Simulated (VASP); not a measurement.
# K (Pm-3m) in VASP: notebook, part 2 of 2

VASP 6.6.1. Earlier steps stand in the parts before.

## 5. Single point, PBE

This run uses another cell than the first one, of 81.06 Å³/atom, 1.041 times its volume.

INCAR

```
SYSTEM = K
ALGO = Normal
EDIFF = 1E-6
ENCUT = 520
GGA = PE
ISIF = 2
ISMEAR = -1
LASPH = .True.
LCHARG = .False.
LREAL = .False.
LWAVE = .False.
NBANDS = 10
NELM = 100
PREC = Accurate
SIGMA = 0.06122561905347299
```

KPOINTS

```
k-points
0
Gamma
  13 13 13
  0 0 0
```

POSCAR

```
K
1.0
    4.3278293376      0.0000000000      0.0000000000
    0.0000000000      4.3278293376      0.0000000000
    0.0000000000      0.0000000000      4.3278293376
K
1
Direct
    0.0000000000      0.0000000000      0.0000000000
```

Potentials or basis: VASP PAW PBE potentials, release 64 (K_sv).

On the command line:

```bash
> cat potpaw_PBE.64/K_sv/POTCAR > POTCAR
> mpirun -np 1 vasp_std > vasp.out
```

OUTCAR:

```text
SYSTEM = K
   EDIFF = 1E-6
   ENCUT = 520
   GGA = PE
   ISIF = 2
   ISMEAR = -1
   LASPH = .True.
   LREAL = .False.
   NELM = 100
   PREC = Accurate

 ion  position               nearest neighbor table
   1  0.000  0.000  0.000-

  LATTYP: Found a simple cubic cell.
 ALAT       =     4.3278293376

  Lattice vectors:

 A1 = (   4.3278293376,   0.0000000000,   0.0000000000)
 A2 = (   0.0000000000,   4.3278293376,   0.0000000000)
 A3 = (   0.0000000000,   0.0000000000,   4.3278293376)

Analysis of symmetry for initial positions (statically):
=====================================================================
 Subroutine PRICEL returns:
 Original cell was already a primitive cell.

 Routine SETGRP: Setting up the symmetry group for a
 simple cubic supercell.

 Subroutine GETGRP returns: Found 48 space group operations
 (whereof 48 operations were pure point group operations)
 out of a pool of 48 trial point group operations.

The static configuration has the point symmetry O_h .

Analysis of symmetry for dynamics (positions and initial velocities):
=====================================================================
 Subroutine PRICEL returns:
 Original cell was already a primitive cell.

 Routine SETGRP: Setting up the symmetry group for a
 simple cubic supercell.

 Subroutine GETGRP returns: Found 48 space group operations
 (whereof 48 operations were pure point group operations)
 out of a pool of 48 trial point group operations.

The dynamic configuration has the point symmetry O_h .

 Subroutine INISYM returns: Found 48 space group operations
 (whereof 48 operations are pure point group operations),
 and found     1 'primitive' translations

----------------------------------------------------------------------------------------

                                     Primitive cell

[... 104 lines left out ...]
   EFERMI_NEDOS =   21; number of points for ismear=-14 and -15
   IALGO  =     38    algorithm
   IMIX   =      4    mixing-type and parameters
     AMIX     =   0.40;   BMIX     =  1.00
     AMIX_MAG =   1.60;   BMIX_MAG =  1.00
  volume/ion in A,a.u.               =      81.06       547.02
  Fermi-wavevector in a.u.,A,eV,Ry     =   0.786838  1.486909  8.423566  0.619115
  Thomas-Fermi vector in A             =   1.891458
   LORBIT       =      0    0 simple, 1 ext, 2 COOP (PROOUT), +10 PAW based schemes
   GGA     = PE    functional components
   LHFCALC =     F    Hartree Fock is set to
   AEXX    =    0.0000 exact exchange contribution
   IVDW    =     0    specifies the selected vdW correction
   LEPSILON=     F    determine dielectric tensor
   LRPA    =     F    only Hartree local field effects (RPA)
 non-spin polarized calculation
  energy-cutoff  :      520.00
  volume of cell :       81.06
 maximum number of plane-waves:      2225
   NGX = 17   NGY = 17   NGZ = 17

 number of electron       9.0000003 magnetization

 Free energy of the ion-electron system (eV)
  ---------------------------------------------------
  ext. energy  EPLUGINS =         0.00000000
  ---------------------------------------------------
  free energy    TOTEN  =        -0.94688789 eV

  energy without entropy =       -0.93641786  energy(sigma->0) =       -0.94165288

 E-fermi :  -0.2911     XC(G=0):  -5.4119

 val. band max:       -0.3358262617   @ k =   0.4615   0.1538   0.0000
 cond. band min:      -0.2870141450   @ k =   0.4615   0.1538   0.0769
 fundamental gap:      0.0488121167
 Fermi energy:        -0.2911159106

 k-point     1 :       0.0000    0.0000    0.0000
  band No.  band energies     occupation
      1     -32.6425      2.00000
      2     -16.0852      2.00000
      3     -16.0852      2.00000
      4     -16.0852      2.00000
      5      -2.3266      2.00000
      6       2.5927      0.00000
      7       2.5927      0.00000
      8       5.8173      0.00000
      9       5.8196      0.00000
     10       5.9082      0.00000
[... 287 lines left out ...]
 k-point    24 :       0.3846    0.3077    0.0000
  band No.  band energies     occupation
      1     -32.6366      2.00000
      2     -16.1488      2.00000
      3     -16.1318      2.00000
      4     -16.0749      2.00000
      5      -0.2868      0.96442
      6       1.3191      0.00000
      7       2.2612      0.00000
      8       3.3355      0.00000
      9       4.6760      0.00000
     10       5.0176      0.00000

 [... further k-points ...]
[... 5 lines left out ...]
  --------------------------------------------------------------------------------------
  -------------------------------------------------------------------------------------
  Total       -0.0332957     -0.0332957     -0.0332957     -0.0000000      0.0000000     -0.0000000
  in kB       -0.6580943     -0.6580943     -0.6580943     -0.0000000      0.0000000     -0.0000000
  external PRESSURE =      -0.6580943 kB  Pullay stress =       0.0000000 kB

 VOLUME and BASIS-vectors are now :
 -----------------------------------------------------------------------------
  energy-cutoff  :      520.00
  volume of cell :       81.06
      direct lattice vectors                 reciprocal lattice vectors
     4.327829338  0.000000000  0.000000000     0.231062716  0.000000000  0.000000000
     0.000000000  4.327829338  0.000000000     0.000000000  0.231062716  0.000000000
     0.000000000  0.000000000  4.327829338     0.000000000  0.000000000  0.231062716

 POSITION                                       TOTAL-FORCE (eV/Angst)
 -----------------------------------------------------------------------------------
      0.00000      0.00000      0.00000         0.000000      0.000000      0.000000
 -----------------------------------------------------------------------------------
    total drift:                                0.000000      0.000000      0.000000

  FREE ENERGIE OF THE ION-ELECTRON SYSTEM (eV)
  ---------------------------------------------------
  free  energy   TOTEN  =        -0.9468878927 eV

  energy  without entropy=       -0.9364178646  energy(sigma->0) =       -0.94165288
```

OSZICAR:

```text
N       E                     dE             d eps       ncg     rms          rms(c)
DAV:   1     0.451885202791E+02    0.45189E+02   -0.35580E+03  1680   0.680E+02
DAV:   2     0.726238490613E+00   -0.44462E+02   -0.43822E+02  1800   0.187E+02
DAV:   3    -0.895276255986E+00   -0.16215E+01   -0.16133E+01  2640   0.283E+01
DAV:   4    -0.946601095689E+00   -0.51325E-01   -0.51297E-01  2286   0.448E+00
DAV:   5    -0.948045251737E+00   -0.14442E-02   -0.14439E-02  2634   0.521E-01    0.171E+00
DAV:   6    -0.947286287481E+00    0.75896E-03   -0.15205E-03  2560   0.248E-01    0.107E+00
DAV:   7    -0.946836459426E+00    0.44983E-03   -0.33152E-03  2504   0.347E-01    0.726E-02
DAV:   8    -0.946883430535E+00   -0.46971E-04   -0.23294E-04  2242   0.160E-01    0.243E-02
DAV:   9    -0.946889161693E+00   -0.57312E-05   -0.27836E-05  2570   0.332E-02    0.792E-03
DAV:  10    -0.946887857584E+00    0.13041E-05   -0.27943E-06  2536   0.141E-02    0.209E-03
DAV:  11    -0.946887892730E+00   -0.35146E-07   -0.17861E-07  1136   0.311E-03
   1 F= -.94688789E+00 E0= -.94165288E+00  d E =-.104700E-01
```

stdout:

```text
POSCAR found type information on POSCAR K
 POSCAR found :  1 types and       1 ions
 scaLAPACK will be used
 LDA part: xc-table for (Slater+PW92), standard interpolation
 POSCAR, INCAR and KPOINTS ok, starting setup
 FFT: planning ... GRIDC
 FFT: planning ... GRID_SOFT
 FFT: planning ... GRID
 WAVECAR not read
 entering main loop
```

It took 12 s on 1 thread of Intel Xeon 6975P-C (Granite Rapids), shared host; peak memory 0.2 GiB.

Results:

```
Free energy : -0.9469 eV
Pressure    : -0.1 GPa
```

## 6. Single point, PBE

This run uses another cell than the first one, of 81.06 Å³/atom, 1.041 times its volume.

INCAR

```
PREC = Accurate
ENCUT = 520
EDIFF = 1E-6
ISMEAR = -1
SIGMA = 0.06122561905347299
LREAL = False
LASPH = True
NELM = 60
ALGO = Normal
ISIF = 2
LWAVE = False
LCHARG = False
GGA = PE
NBANDS = 10
```

KPOINTS

```
regular mesh
0
Gamma
  13 13 13
```

POSCAR is that of step 5.

Potentials or basis: VASP PAW PBE potentials, release 64 (K_sv).

On the command line:

```bash
> cat potpaw_PBE.64/K_sv/POTCAR > POTCAR
> mpirun -np 1 vasp_std > vasp.out
```

Wall time 14 s (1 thread of Intel Xeon 6975P-C (Granite Rapids), shared host); peak memory 0.2 GiB.

The run converged. Its results:

```
Free energy : -0.9469 eV
Pressure    : -0.1 GPa
```

Levels at points of the mesh, in eV from the Fermi level:
| k point | band 3 | band 4 | band 5 | band 6 | band 7 | band 8 |
| --- | --- | --- | --- | --- | --- | --- |
| (0.00, 0.00, 0.00) | -15.79 | -15.79 | -2.04 | 2.88 | 2.88 | 6.11 |

## 7. Overview

```tsv
cell	gap on the mesh (eV)	pressure (GPa)
a = 4.271 Å, 1 atom	none	0.0
a = 4.299 Å, 1 atom	none	0.0
a = 4.328 Å, 1 atom	none	-0.1
```

Alike in all rows: task single point; level PBE; potentials or basis VASP PAW PBE potentials, release 64 (K_sv); no spin polarisation; k mesh 13 × 13 × 13; cutoff (eV) 520; smearing fermi-dirac 0.0612256 eV.

Absolute energies hang on the potentials; compare differences alone.
